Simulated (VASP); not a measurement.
# Ag (P-3m1) in VASP: a series of runs

The runs below take Ag through single point, with PBEsol.

Everything below comes from runs of VASP 6.6.1. Logs are shortened: lines on timing, memory, paths and dates and some standing lists are left out, and cuts for length are marked.

## 1. The cell of the first run

Symmetry: P-3m1, No. 164, trigonal system. The conventional cell has a = 2.930 Å, b = 2.930 Å, c = 4.790 Å, α = 90.00°, β = 90.00°, γ = 120.00°. Within 3.4 Å of Ag (site symmetry 3m) lie 12 Ag at 2.58 to 3.31 Å.

## 2. Single point, PBEsol (atom 1 (Ag) moved by (+0.000, -0.450) A along y and z)

The input, INCAR:

```
SYSTEM = Ag
ALGO     = Fast           ! electronic algorithm
EDIFF    = 1E-7           ! SCF threshold, eV
ENCUT    = 520            ! plane-wave cutoff, eV
GGA      = PS             ! functional
ISIF     = 2              ! what is computed and relaxed
ISMEAR   = 0              ! smearing method
LASPH    = .TRUE.         ! aspherical terms in the spheres
LCHARG   = .FALSE.        ! write CHGCAR
LREAL    = .FALSE.        ! projectors in reciprocal space
LWAVE    = .FALSE.        ! write WAVECAR
NBANDS   = 18             ! bands
NELM     = 60             ! most SCF steps
PREC     = Accurate       ! precision mode
SIGMA    = 0.15           ! smearing width, eV
```

The input, KPOINTS:

```
k-points
0
G
  18 18 10
  0 0 0
```

The input, POSCAR:

```
Ag
1.0
    2.9299980804      0.0000000000      0.0000000000
   -1.4649990402      2.5374527707      0.0000000000
    0.0000000000      0.0000000000      4.7900000000
Ag
2
Direct
    0.3333333333      0.6666666667      0.1560542797
    0.6666666667      0.3333333333      0.7500000000
```

Potentials or basis: VASP PAW PBE potentials, release 64 (Ag).

Launch:

```bash
> cat potpaw_PBE.64/Ag/POTCAR > POTCAR
> mpirun -np 1 vasp_std > vasp.out
```

OUTCAR:

```text
SYSTEM = Ag
   EDIFF = 1E-7
   ENCUT = 520
   GGA = PS
   ISIF = 2
   ISMEAR = 0
   LASPH = .TRUE.
   LREAL = .FALSE.
   NELM = 60
   PREC = Accurate

 ion  position               nearest neighbor table
   1  0.333  0.667  0.156-   2 2.58   2 2.58   2 2.58   2 3.31   2 3.31   2 3.31
   2  0.667  0.333  0.750-   1 2.58   1 2.58   1 2.58   1 3.31   1 3.31   1 3.31

  LATTYP: Found a hexagonal cell.
 ALAT       =     2.9299980804
 C/A-ratio  =     1.6348133577

  Lattice vectors:

 A1 = (   2.9299980804,   0.0000000000,   0.0000000000)
 A2 = (  -1.4649990402,   2.5374527707,   0.0000000000)
 A3 = (   0.0000000000,   0.0000000000,   4.7900000000)

Analysis of symmetry for initial positions (statically):
=====================================================================
 Subroutine PRICEL returns:
 Original cell was already a primitive cell.

 Routine SETGRP: Setting up the symmetry group for a
 hexagonal supercell.

 Subroutine GETGRP returns: Found 12 space group operations
 (whereof  6 operations were pure point group operations)
 out of a pool of 24 trial point group operations.

The static configuration has the point symmetry C_3v.
 The point group associated with its full space group is D_3d.

Analysis of symmetry for dynamics (positions and initial velocities):
=====================================================================
 Subroutine PRICEL returns:
 Original cell was already a primitive cell.

 Routine SETGRP: Setting up the symmetry group for a
 hexagonal supercell.

 Subroutine GETGRP returns: Found 12 space group operations
 (whereof  6 operations were pure point group operations)
 out of a pool of 24 trial point group operations.

The dynamic configuration has the point symmetry C_3v.
 The point group associated with its full space group is D_3d.

 Subroutine INISYM returns: Found 12 space group operations
 (whereof  6 operations are pure point group operations),
 and found     1 'primitive' translations

----------------------------------------------------------------------------------------

                                     Primitive cell

  volume of cell :      35.6124

  direct lattice vectors                    reciprocal lattice vectors
     2.929998080  0.000000000  0.000000000     0.341297152  0.197048003  0.000000000
    -1.464999040  2.537452771  0.000000000     0.000000000  0.394096005  0.000000000
     0.000000000  0.000000000  4.790000000     0.000000000  0.000000000  0.208768267

  length of vectors
     2.929998080  2.929998080  4.790000000     0.394096005  0.394096005  0.208768267

  position of ions in fractional coordinates (direct lattice)
     0.333333333  0.666666667  0.156054280
     0.666666667  0.333333333  0.750000000

  ion indices of the primitive-cell ions
   primitive index   ion index
                 1           1
                 2           2

----------------------------------------------------------------------------------------

 KPOINTS: k-points

Automatic generation of k-mesh.
 Grid dimensions read from file:
 generate k-points for:   18   18   10

 Generating k-lattice:

  Cartesian coordinates                     Fractional coordinates (reciprocal lattice)
     0.018960953  0.010947111  0.000000000     0.055555556  0.000000000  0.000000000
     0.000000000  0.021894223  0.000000000     0.000000000  0.055555556  0.000000000
     0.000000000  0.000000000  0.020876827     0.000000000  0.000000000  0.100000000

  Length of vectors
     0.021894223  0.021894223  0.020876827

  Shift w.r.t. Gamma in fractional coordinates (k-lattice)
     0.000000000  0.000000000  0.000000000

 Subroutine IBZKPT returns following result:
 ===========================================

 Found    330 irreducible k-points:

 Following reciprocal coordinates:
            Coordinates               Weight
  0.000000  0.000000  0.000000      1.000000
  0.055556  0.000000  0.000000      6.000000
  0.111111  0.000000  0.000000      6.000000
  0.166667  0.000000  0.000000      6.000000
  0.222222  0.000000  0.000000      6.000000
  0.277778  0.000000  0.000000      6.000000
[... 16 lines left out ...]
  0.333333  0.111111  0.000000     12.000000
  0.388889  0.111111  0.000000     12.000000
 [... further k-points ...]
   k-points           NKPTS =    330   k-points in BZ     NKDIM =    330   number of bands    NBANDS=     18
   number of dos      NEDOS =    301   number of ions     NIONS =      2
   total plane-waves  NPLWV =  20736
   dimension x,y,z NGX =    24 NGY =   24 NGZ =   36
   dimension x,y,z NGXF=    48 NGYF=   48 NGZF=   72
   ions per type =               2
   NGX,Y,Z   is equivalent  to a cutoff of  13.62, 13.62, 12.49 a.u.
   NGXF,Y,Z  is equivalent  to a cutoff of  27.23, 27.23, 24.99 a.u.
 SYSTEM =  Ag
   PREC   = accura    normal or accurate (medium, high low for compatibility)
   ISTART =      0    job   : 0-new  1-cont  2-samecut
   ICHARG =      2    charge: 1-file 2-atom 10-const
   ISPIN  =      1    spin polarized calculation?
   LNONCOLLINEAR =      F non collinear calculations
   LSORBIT =      F    spin-orbit coupling
   LASPH  =      T    aspherical Exc in radial PAW
   ENCUT  =  520.0 eV  38.22 Ry    6.18 a.u.   5.45  5.45  8.91*2*pi/ulx,y,z
   NELM   =     60;   NELMIN=  2; NELMDL= -5     # of ELM steps
   EDIFF  = 0.1E-06   stopping-criterion for ELM
   LREAL  =      F    real-space projection
   EDIFFG = 0.1E-05   stopping-criterion for IOM
   NSW    =      0    number of steps for IOM
   IBRION =     -1    ionic relax: 0-MD 1-quasi-New 2-CG
   NFREE  =      0    steps in history (QN), initial steepest desc. (CG)
   ISIF   =      2    stress and relaxation
   ISYM   =      2    0-nonsym 1-usesym 2-fastsym
   POTIM  = 0.5000    time-step for ionic-motion
   TEBEG  =    0.0;   TEEND  =   0.0 temperature during run
   PSTRESS=    0.0 pullay stress
   NELECT =      22.0000    total number of electrons
   NUPDOWN=      -1.0000    fix difference up-down
   EMIN   =  10.00;   EMAX   =-10.00  energy-range for DOS
   EFERMI =   0.00;   METHOD = LEGACY
   ISMEAR =     0;   SIGMA  =   0.15  broadening in eV -4-tet -1-fermi 0-gaus
   EFERMI_NEDOS =   21; number of points for ismear=-14 and -15
   IALGO  =     68    algorithm
   IMIX   =      4    mixing-type and parameters
     AMIX     =   0.40;   BMIX     =  1.00
     AMIX_MAG =   1.60;   BMIX_MAG =  1.00
  volume/ion in A,a.u.               =      17.81       120.16
  Fermi-wavevector in a.u.,A,eV,Ry     =   1.394276  2.634800 26.449806  1.944006
  Thomas-Fermi vector in A             =   2.517841
   LORBIT       =      0    0 simple, 1 ext, 2 COOP (PROOUT), +10 PAW based schemes
   GGA     = PS    functional components
   LHFCALC =     F    Hartree Fock is set to
   AEXX    =    0.0000 exact exchange contribution
   IVDW    =     0    specifies the selected vdW correction
   LEPSILON=     F    determine dielectric tensor
   LRPA    =     F    only Hartree local field effects (RPA)
 non-spin polarized calculation
 RMM-DIIS sequential band-by-band and
 Gauss-broadening in eV      SIGMA  =   0.15
  energy-cutoff  :      520.00
  volume of cell :       35.61
 maximum number of plane-waves:       990
 NGX is ok and might be reduce to    24
   NGX = 11   NGY = 11   NGZ = 17

 number of electron      22.0000005 magnetization

 Free energy of the ion-electron system (eV)
  ---------------------------------------------------
  ext. energy  EPLUGINS =         0.00000000
  ---------------------------------------------------
  free energy    TOTEN  =        -6.03694652 eV

  energy without entropy =       -6.03094307  energy(sigma->0) =       -6.03394480

 E-fermi :   7.7480     XC(G=0): -12.0677

 val. band max:        7.7466921262   @ k =   0.5000   0.0000   0.0000
 cond. band min:       7.7569677578   @ k =   0.5000   0.0000   0.1000
 fundamental gap:      0.0102756316
 Fermi energy:         7.7479542558

 k-point     1 :       0.0000    0.0000    0.0000
  band No.  band energies     occupation
      1       0.0186      2.00000
      2       1.1501      2.00000
      3       2.7060      2.00000
      4       2.7060      2.00000
      5       2.7882      2.00000
      6       2.7882      2.00000
[... 10 lines left out ...]
     17      25.5599      0.00000
     18      26.5279      0.00000

 k-point     2 :       0.0556    0.0000    0.0000
  band No.  band energies     occupation
      1       0.1009      2.00000
      2       1.1954      2.00000
      3       2.6742      2.00000
      4       2.7139      2.00000
      5       2.7409      2.00000
      6       2.8362      2.00000
[... 10 lines left out ...]
     17      25.7848      0.00000
     18      26.5952      0.00000

 k-point     3 :       0.1111    0.0000    0.0000
  band No.  band energies     occupation
      1       0.3395      2.00000
      2       1.3177      2.00000
      3       2.5435      2.00000
      4       2.6874      2.00000
      5       2.7371      2.00000
      6       2.9687      2.00000
[... 10 lines left out ...]
     17      25.9573      0.00000
     18      26.6337      0.00000

 k-point     4 :       0.1667    0.0000    0.0000
  band No.  band energies     occupation
      1       0.7037      2.00000
      2       1.4729      2.00000
      3       2.3539      2.00000
      4       2.6743      2.00000
      5       2.7560      2.00000
      6       3.1723      2.00000
[... 375 lines left out ...]
      4       2.5837      2.00000
      5       2.9599      2.00000
      6       3.5121      2.00000
[... 10 lines left out ...]
     17      21.3426      0.00000
     18      23.5153      0.00000

 k-point    23 :       0.3333    0.1111    0.0000
  band No.  band energies     occupation
      1       1.4326      2.00000
      2       1.6858      2.00000
      3       1.7957      2.00000
      4       2.5769      2.00000
      5       3.2484      2.00000
      6       3.4884      2.00000
[... 10 lines left out ...]
     17      20.1111      0.00000
     18      23.0733      0.00000

 k-point    24 :       0.3889    0.1111    0.0000
  band No.  band energies     occupation
      1       1.3595      2.00000
      2       1.6189      2.00000
      3       1.7442      2.00000
      4       2.5621      2.00000
      5       3.4079      2.00000
      6       3.5479      2.00000
[... 10 lines left out ...]
     17      19.1694      0.00000
     18      22.8044      0.00000

 [... further k-points ...]

------------------------ aborting loop because EDIFF is reached ----------------------------------------

  FORCE on cell =-STRESS in cart. coord.  units (eV):
  Direction    XX          YY          ZZ          XY          YZ          ZX
  --------------------------------------------------------------------------------------
  -------------------------------------------------------------------------------------
  Total        0.5441530      0.5441530      2.4254187      0.0000000      0.0000000      0.0000000
  in kB       24.4810906     24.4810906    109.1180222      0.0000000      0.0000000      0.0000000
  external PRESSURE =      52.6934012 kB  Pullay stress =       0.0000000 kB

 VOLUME and BASIS-vectors are now :
 -----------------------------------------------------------------------------
  energy-cutoff  :      520.00
  volume of cell :       35.61
      direct lattice vectors                 reciprocal lattice vectors
     2.929998080  0.000000000  0.000000000     0.341297152  0.197048003  0.000000000
    -1.464999040  2.537452771  0.000000000     0.000000000  0.394096005  0.000000000
     0.000000000  0.000000000  4.790000000     0.000000000  0.000000000  0.208768267

 POSITION                                       TOTAL-FORCE (eV/Angst)
 -----------------------------------------------------------------------------------
     -0.00000      1.69164      0.74750         0.000000     -0.000000      2.765391
      1.46500      0.84582      3.59250        -0.000000      0.000000     -2.765391
 -----------------------------------------------------------------------------------
    total drift:                               -0.000000     -0.000000      0.000029

  FREE ENERGIE OF THE ION-ELECTRON SYSTEM (eV)
  ---------------------------------------------------
  free  energy   TOTEN  =        -6.0369465204 eV

  energy  without entropy=       -6.0309430712  energy(sigma->0) =       -6.03394480
```

It took 2.3 min on 1 thread of AMD EPYC 9R14 (Zen 4), shared host; peak memory 0.26 GiB.

Results:

- Free energy: -6.0369 eV
- Pressure: 5.3 GPa
- Largest force: 2.765 eV/Å
- Band gap on the k mesh: zero (bands 11 and 12 overlap by 6.84 eV)

Forces on the atoms (eV/Å):
```
Ag   0.000  0.000  2.765
Ag   0.000  0.000 -2.765
```

Caveat: the cell differs from its parent crystal (atom 1 (Ag) moved by (+0.000, -0.450) A along y and z); the stress differs along the axes, from 2 to 11 GPa; the PAW data sets were made with another functional, which shifts forces and pressure a little.

(Continued in part 2 of 2.)
